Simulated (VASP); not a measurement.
Runs of VASP 6.6.1 on CaO (Lime). The structure is that of space group Fm-3m (No. 225), or close to it. The cells are those of the table. 

| level | potentials or basis | cell | k mesh | cutoff (eV) | second run | gap on the mesh (eV) | pressure (GPa) |
| --- | --- | --- | --- | --- | --- | --- | --- |
| r2SCAN | VASP PAW PBE potentials, release 64 (Ca_sv, O) | a = 3.391 Å, angles 60.0°, 2 atoms | 8 × 8 × 8 | 520 | - | 4.19 | 1.0 |
| PBE | VASP PAW PBE potentials, release 64 (Ca_sv, O) | a = 3.482 Å, angles 60.0°, 2 atoms | 8 × 8 × 8 | 520 | - | 3.64 | -5.0 |
| PBE | VASP PAW PBE potentials, release 64 (Ca_sv, O) | a = 3.346 Å, angles 60.0°, 2 atoms | 8 × 8 × 8 | 520 | - | 3.62 | (d) |
| PBE | VASP PAW PBE potentials, release 64 (Ca_sv, O) | a = 3.415 Å, angles 60.0°, 2 atoms | 8 × 8 × 8 | 520 | - | 3.64 | 0.6 |
| PBE | VASP PAW PBE potentials, release 64 (Ca_sv, O) | a = 3.449 Å, angles 60.0°, 2 atoms | 8 × 8 × 8 | 520 | - | 3.64 | -2.4 |
| r2SCAN | VASP PAW PBE potentials, release 64 (Ca_sv, O) | a = 3.424 Å, angles 60.0°, 2 atoms | 8 × 8 × 8 | 520 | - | 4.19 | -2.3 |
| r2SCAN | VASP PAW PBE potentials, release 64 (Ca_sv, O) | a = 3.457 Å, angles 60.0°, 2 atoms | 8 × 8 × 8 | 520 | - | (b) | -5.2 |
| r2SCAN | VASP PAW PBE potentials, release 64 (Ca_sv, O) | a = 3.321 Å, angles 60.0°, 2 atoms | 8 × 8 × 8 | 520 | - | (a) | 9.7 |
| r2SCAN | VASP PAW PBE potentials, release 64 (Ca_sv, O) | a = 3.391 Å, angles 60.0°, 2 atoms | 10 × 10 × 10 | 520 | - | 4.19 | 1.1 |
| r2SCAN | VASP PAW PBE potentials, release 64 (Ca_sv, O_h) | a = 3.391 Å, angles 60.0°, 2 atoms | 8 × 8 × 8 | 910 | hard_potentials | 4.19 | 0.9 |
| r2SCAN | VASP PAW PBE potentials, release 64 (Ca_sv, O) | a = 3.356 Å, angles 60.0°, 2 atoms | 8 × 8 × 8 | 520 | - | 4.18 | 5.0 |
| PBE | VASP PAW PBE potentials, release 64 (Ca_sv, O) | a = 3.381 Å, angles 60.0°, 2 atoms | 8 × 8 × 8 | 520 | - | (c) | 4.1 |

Alike in all rows: task single point; no spin polarisation; smearing gaussian 0.01 eV.

Q: Estimate the missing entries.

A: (a) 4.16; (b) 4.20; (c) 3.63; (d) 8.2.

Caveats: the PAW data sets were made with another functional, which shifts forces and pressure a little (some runs); the cutoff is under 1.25 times the usual one of these potentials, so pressure, stress and relaxed cells hold a basis-set (Pulay) error (some runs).

A k mesh can miss the band edges.
